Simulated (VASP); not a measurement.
# Al2O3 (P-6m2) in VASP: further runs

The runs below take Al2O3 through single point, with PBE+D3(BJ).

Program: VASP 6.6.1. These are calculated values, not measurements. Logs are shortened: lines on timing, memory, paths and dates and some standing lists are left out, and cuts for length are marked.

## 1. The cell of the first run

Symmetry: P-6m2, No. 187, hexagonal system. The conventional cell has a = 2.928 Å, b = 2.928 Å, c = 9.057 Å, α = 90.00°, β = 90.00°, γ = 120.00°. Within 2.4 Å of Al (site symmetry 3m) lie 6 O at 1.81 to 2.17 Å. Within 2.4 Å of O (site symmetry 3m) lie 3 Al at 1.81 Å. Within 3.0 Å of O (site symmetry -6m2) lie 6 Al at 2.17 Å and 12 O at 2.63 to 2.93 Å.

## 2. Single point, PBE+D3(BJ) (strain +0.015 along x and y, -0.030 along z)

File INCAR:

```
SYSTEM = Al2O3
PREC = Accurate ; ENCUT = 520
EDIFF = 1E-6 ; ISMEAR = 0
SIGMA = 0.05 ; LREAL = .False.
LASPH = .True. ; NELM = 80
ALGO = Normal ; ISIF = 2
LWAVE = .False. ; LCHARG = .False.
GGA = PE ; IVDW = 12
NBANDS = 20
```

File KPOINTS:

```
regular mesh
0
Gamma
  12 12 4
  0 0 0
```

File POSCAR:

```
Al2O3
1.0
    2.9275898225      0.0000000000      0.0000000000
   -1.4637949113      2.5353671582      0.0000000000
    0.0000000000      0.0000000000      9.0566518262
Al O
2 3
Direct
    0.0000000000      0.0000000000      0.1499923300
    0.0000000000      0.0000000000      0.8500076700
    0.3333333333      0.6666666667      0.2223169200
    0.6666666667      0.3333333333      0.0000000000
    0.3333333333      0.6666666667      0.7776830800
```

Potentials or basis: VASP PAW PBE potentials, release 64 (Al, O).

The run is started by

```bash
$ cat potpaw_PBE.64/Al/POTCAR potpaw_PBE.64/O/POTCAR > POTCAR
$ mpirun -np 1 vasp_std > vasp.out
```

OUTCAR:

```text
SYSTEM = Al2O3
   PREC = Accurate
   ENCUT = 520
   EDIFF = 1E-6
   ISMEAR = 0
   LREAL = .False.
   LASPH = .True.
   NELM = 80
   ISIF = 2
   GGA = PE
   IVDW = 12
 IVDW          = 12

 ion  position               nearest neighbor table
   1  0.000  0.000  0.150-   3 1.81   3 1.81   3 1.81   4 2.17   4 2.17   4 2.17   2 2.72
   2  0.000  0.000  0.850-   5 1.81   5 1.81   5 1.81   4 2.17   4 2.17   4 2.17   1 2.72
   3  0.333  0.667  0.222-   1 1.81   1 1.81   1 1.81
   4  0.667  0.333  0.000-   1 2.17   2 2.17   1 2.17   2 2.17   1 2.17   2 2.17
   5  0.333  0.667  0.778-   2 1.81   2 1.81   2 1.81

  LATTYP: Found a hexagonal cell.
 ALAT       =     2.9275898225
 C/A-ratio  =     3.0935521625

  Lattice vectors:

 A1 = (   2.9275898225,   0.0000000000,   0.0000000000)
 A2 = (  -1.4637949113,   2.5353671582,   0.0000000000)
 A3 = (   0.0000000000,   0.0000000000,   9.0566518262)

Analysis of symmetry for initial positions (statically):
=====================================================================
 Subroutine PRICEL returns:
 Original cell was already a primitive cell.

 Routine SETGRP: Setting up the symmetry group for a
 hexagonal supercell.

 Subroutine GETGRP returns: Found 12 space group operations
 (whereof 12 operations were pure point group operations)
 out of a pool of 24 trial point group operations.

The static configuration has the point symmetry D_3h.

Analysis of symmetry for dynamics (positions and initial velocities):
=====================================================================
 Subroutine PRICEL returns:
 Original cell was already a primitive cell.

 Routine SETGRP: Setting up the symmetry group for a
 hexagonal supercell.

 Subroutine GETGRP returns: Found 12 space group operations
 (whereof 12 operations were pure point group operations)
 out of a pool of 24 trial point group operations.

The dynamic configuration has the point symmetry D_3h.

 Subroutine INISYM returns: Found 12 space group operations
 (whereof 12 operations are pure point group operations),
 and found     1 'primitive' translations

----------------------------------------------------------------------------------------

                                     Primitive cell

  volume of cell :      67.2231

  direct lattice vectors                    reciprocal lattice vectors
     2.927589822  0.000000000  0.000000000     0.341577906  0.197210096  0.000000000
    -1.463794911  2.535367158  0.000000000     0.000000000  0.394420191  0.000000000
     0.000000000  0.000000000  9.056651826     0.000000000  0.000000000  0.110416081

  length of vectors
     2.927589822  2.927589823  9.056651826     0.394420191  0.394420191  0.110416081

  position of ions in fractional coordinates (direct lattice)
     0.000000000  0.000000000  0.149992330
     0.000000000  0.000000000  0.850007670
     0.333333333  0.666666667  0.222316920
     0.666666667  0.333333333  0.000000000
     0.333333333  0.666666667  0.777683080

  ion indices of the primitive-cell ions
   primitive index   ion index
                 1           1
                 2           2
                 3           3
                 4           4
                 5           5

----------------------------------------------------------------------------------------

 KPOINTS: regular mesh

Automatic generation of k-mesh.
 Grid dimensions read from file:
 generate k-points for:   12   12    4

 Generating k-lattice:

  Cartesian coordinates                     Fractional coordinates (reciprocal lattice)
     0.028464825  0.016434175  0.000000000     0.083333333  0.000000000  0.000000000
     0.000000000  0.032868349  0.000000000     0.000000000  0.083333333  0.000000000
     0.000000000  0.000000000  0.027604020     0.000000000  0.000000000  0.250000000

  Length of vectors
     0.032868349  0.032868349  0.027604020

  Shift w.r.t. Gamma in fractional coordinates (k-lattice)
     0.000000000  0.000000000  0.000000000

 Subroutine IBZKPT returns following result:
 ===========================================

 Found     57 irreducible k-points:

 Following reciprocal coordinates:
            Coordinates               Weight
  0.000000  0.000000  0.000000      1.000000
  0.083333  0.000000  0.000000      6.000000
  0.166667 -0.000000  0.000000      6.000000
  0.250000  0.000000  0.000000      6.000000
  0.333333 -0.000000  0.000000      6.000000
  0.416667 -0.000000  0.000000      6.000000
[... 16 lines left out ...]
  0.250000  0.000000  0.250000     12.000000
  0.333333 -0.000000  0.250000     12.000000
 [... further k-points ...]
   k-points           NKPTS =     57   k-points in BZ     NKDIM =     57   number of bands    NBANDS=     20
   number of dos      NEDOS =    301   number of ions     NIONS =      5
   total plane-waves  NPLWV =  40320
   dimension x,y,z NGX =    24 NGY =   24 NGZ =   70
   dimension x,y,z NGXF=    48 NGYF=   48 NGZF=  140
   ions per type =               2   3
   NGX,Y,Z   is equivalent  to a cutoff of  13.63, 13.63, 12.85 a.u.
   NGXF,Y,Z  is equivalent  to a cutoff of  27.26, 27.26, 25.70 a.u.
 SYSTEM =  Al2O3
   PREC   = accura    normal or accurate (medium, high low for compatibility)
   ISTART =      0    job   : 0-new  1-cont  2-samecut
   ICHARG =      2    charge: 1-file 2-atom 10-const
   ISPIN  =      1    spin polarized calculation?
   LNONCOLLINEAR =      F non collinear calculations
   LSORBIT =      F    spin-orbit coupling
   LASPH  =      T    aspherical Exc in radial PAW
   ENCUT  =  520.0 eV  38.22 Ry    6.18 a.u.   5.44  5.44 16.84*2*pi/ulx,y,z
   NELM   =     80;   NELMIN=  2; NELMDL= -5     # of ELM steps
   EDIFF  = 0.1E-05   stopping-criterion for ELM
   LREAL  =      F    real-space projection
   EDIFFG = 0.1E-04   stopping-criterion for IOM
   NSW    =      0    number of steps for IOM
   IBRION =     -1    ionic relax: 0-MD 1-quasi-New 2-CG
   NFREE  =      0    steps in history (QN), initial steepest desc. (CG)
   ISIF   =      2    stress and relaxation
   ISYM   =      2    0-nonsym 1-usesym 2-fastsym
   POTIM  = 0.5000    time-step for ionic-motion
   TEBEG  =    0.0;   TEEND  =   0.0 temperature during run
   PSTRESS=    0.0 pullay stress
   NELECT =      24.0000    total number of electrons
   NUPDOWN=      -1.0000    fix difference up-down
   EMIN   =  10.00;   EMAX   =-10.00  energy-range for DOS
   EFERMI =   0.00;   METHOD = LEGACY
   ISMEAR =     0;   SIGMA  =   0.05  broadening in eV -4-tet -1-fermi 0-gaus
   EFERMI_NEDOS =   21; number of points for ismear=-14 and -15
   IALGO  =     38    algorithm
   IMIX   =      4    mixing-type and parameters
     AMIX     =   0.40;   BMIX     =  1.00
     AMIX_MAG =   1.60;   BMIX_MAG =  1.00
  volume/ion in A,a.u.               =      13.44        90.73
  Fermi-wavevector in a.u.,A,eV,Ry     =   1.161375  2.194680 18.351415  1.348791
  Thomas-Fermi vector in A             =   2.297947
   LORBIT       =      0    0 simple, 1 ext, 2 COOP (PROOUT), +10 PAW based schemes
   GGA     = PE    functional components
   LHFCALC =     F    Hartree Fock is set to
   AEXX    =    0.0000 exact exchange contribution
   IVDW    =    12    specifies the selected vdW correction
   LEPSILON=     F    determine dielectric tensor
   LRPA    =     F    only Hartree local field effects (RPA)
 non-spin polarized calculation
 Gauss-broadening in eV      SIGMA  =   0.05
  energy-cutoff  :      520.00
  volume of cell :       67.22
 maximum number of plane-waves:      1852
 NGX is ok and might be reduce to    24
   NGX = 11   NGY = 11   NGZ = 33

 number of electron      23.9999996 magnetization

 Free energy of the ion-electron system (eV)
  ---------------------------------------------------
  ext. energy  EPLUGINS =         0.00000000
  ---------------------------------------------------
  free energy    TOTEN  =       -36.32108757 eV

  energy without entropy =      -36.32108757  energy(sigma->0) =      -36.32108757

 E-fermi :   1.3771     XC(G=0):  -8.5785

 val. band max:        1.0722886437   @ k =   0.1667  -0.0000   0.0000
 cond. band min:       5.4108304227   @ k =   0.0000   0.0000   0.0000
 fundamental gap:      4.3385417789
 Fermi energy:         1.3771158837

 k-point     1 :       0.0000    0.0000    0.0000
  band No.  band energies     occupation
      1     -17.7593      2.00000
      2     -16.5252      2.00000
      3     -15.4034      2.00000
      4      -3.8053      2.00000
      5      -0.9830      2.00000
      6      -0.6620      2.00000
[... 12 lines left out ...]
     19      15.2059      0.00000
     20      15.6050      0.00000

 k-point     2 :       0.0833    0.0000    0.0000
  band No.  band energies     occupation
      1     -17.6782      2.00000
      2     -16.4659      2.00000
      3     -15.3791      2.00000
      4      -3.7691      2.00000
      5      -1.3838      2.00000
      6      -0.7596      2.00000
[... 12 lines left out ...]
     19      14.8467      0.00000
     20      15.4082      0.00000

 k-point     3 :       0.1667   -0.0000    0.0000
  band No.  band energies     occupation
      1     -17.4430      2.00000
      2     -16.2986      2.00000
      3     -15.3171      2.00000
      4      -3.7156      2.00000
      5      -2.2391      2.00000
      6      -1.2709      2.00000
[... 12 lines left out ...]
     19      14.3079      0.00000
     20      15.0065      0.00000

 k-point     4 :       0.2500    0.0000    0.0000
  band No.  band energies     occupation
      1     -17.0830      2.00000
      2     -16.0574      2.00000
      3     -15.2508      2.00000
      4      -3.8287      2.00000
      5      -3.2700      2.00000
      6      -1.9994      2.00000
[... 429 lines left out ...]
 k-point    23 :       0.2500    0.0000    0.2500
  band No.  band energies     occupation
      1     -17.0829      2.00000
      2     -16.0577      2.00000
      3     -15.2506      2.00000
      4      -3.8291      2.00000
      5      -3.2687      2.00000
      6      -1.9976      2.00000
[... 12 lines left out ...]
     19      13.5533      0.00000
     20      14.6802      0.00000

 k-point    24 :       0.3333   -0.0000    0.2500
  band No.  band energies     occupation
      1     -16.6528      2.00000
      2     -15.7990      2.00000
      3     -15.2278      2.00000
      4      -4.2120      2.00000
      5      -4.2080      2.00000
      6      -2.6617      2.00000
[... 12 lines left out ...]
     19      13.6194      0.00000
     20      14.7139      0.00000

 [... further k-points ...]

------------------------ aborting loop because EDIFF is reached ----------------------------------------

 Edisp (eV)   -0.82559

 E8    (eV) :    -0.3179

  FORCE on cell =-STRESS in cart. coord.  units (eV):
  Direction    XX          YY          ZZ          XY          YZ          ZX
  --------------------------------------------------------------------------------------
  -------------------------------------------------------------------------------------
  Total      -3.08340    -3.08340     1.51188     0.00000     0.00000    -0.00000
  in kB     -73.48898   -73.48898    36.03384     0.00000     0.00000    -0.00000
  external pressure =      -36.98 kB  Pullay stress =        0.00 kB

 VOLUME and BASIS-vectors are now :
 -----------------------------------------------------------------------------
  energy-cutoff  :      520.00
  volume of cell :       67.22
      direct lattice vectors                 reciprocal lattice vectors
     2.927589822  0.000000000  0.000000000     0.341577906  0.197210096  0.000000000
    -1.463794911  2.535367158  0.000000000     0.000000000  0.394420191  0.000000000
     0.000000000  0.000000000  9.056651826     0.000000000  0.000000000  0.110416081

 POSITION                                       TOTAL-FORCE (eV/Angst)
 -----------------------------------------------------------------------------------
      0.00000      0.00000      1.35843        -0.000000      0.000000      0.597663
      0.00000      0.00000      7.69822        -0.000000      0.000000     -0.597663
     -0.00000      1.69024      2.01345         0.000000     -0.000000      0.054854
      1.46379      0.84512      0.00000        -0.000000      0.000000      0.000000
     -0.00000      1.69024      7.04320         0.000000     -0.000000     -0.054854
 -----------------------------------------------------------------------------------
    total drift:                               -0.000000      0.000000      0.000000

  FREE ENERGIE OF THE ION-ELECTRON SYSTEM (eV)
  ---------------------------------------------------
  free  energy   TOTEN  =       -37.1466753191 eV

  energy  without entropy=      -37.1466753191  energy(sigma->0) =      -37.14667532
```

Wall time 98 s (1 thread of Intel Xeon 8259CL, shared host); peak memory 0.22 GiB.

What came out:

```
Free energy                : -37.1467 eV
Pressure                   : -3.7 GPa
Largest force              : 0.598 eV/Å
Band gap on the k mesh     : 4.34 eV (least direct gap 4.57 eV)
Dispersion energy per atom : -0.165 eV
```

Forces on the atoms (eV/Å):
```
Al   0.000  0.000  0.598
Al   0.000  0.000 -0.598
O    0.000  0.000  0.055
O    0.000  0.000  0.000
O    0.000  0.000 -0.055
```

Levels at points of the mesh, in eV from the valence-band top:
| k point | band 8 | band 9 | band 10 | band 11 | band 12 | band 13 | band 14 | band 15 | band 16 | band 17 |
| --- | --- | --- | --- | --- | --- | --- | --- | --- | --- | --- |
| (0.00, 0.00, 0.00) | -1.37 | -1.37 | -0.84 | -0.84 | -0.23 | 4.34 | 7.03 | 7.53 | 9.00 | 13.07 |
| (0.50, 0.00, 0.00) | -2.21 | -2.06 | -1.17 | -0.80 | -0.57 | 7.25 | 8.81 | 8.94 | 11.09 | 11.62 |
| (0.00, 0.00, 0.50) | -1.37 | -1.37 | -0.84 | -0.84 | -0.29 | 4.48 | 6.70 | 7.56 | 9.36 | 12.80 |
| (0.50, 0.00, 0.50) | -2.21 | -2.06 | -1.17 | -0.82 | -0.56 | 7.26 | 8.75 | 9.04 | 10.66 | 12.25 |

Caveat: the cell differs from its parent crystal (strain +0.015 along x and y, -0.030 along z); the stress differs along the axes, from -7 to 4 GPa.

(Part 1 of 2 ends here.)
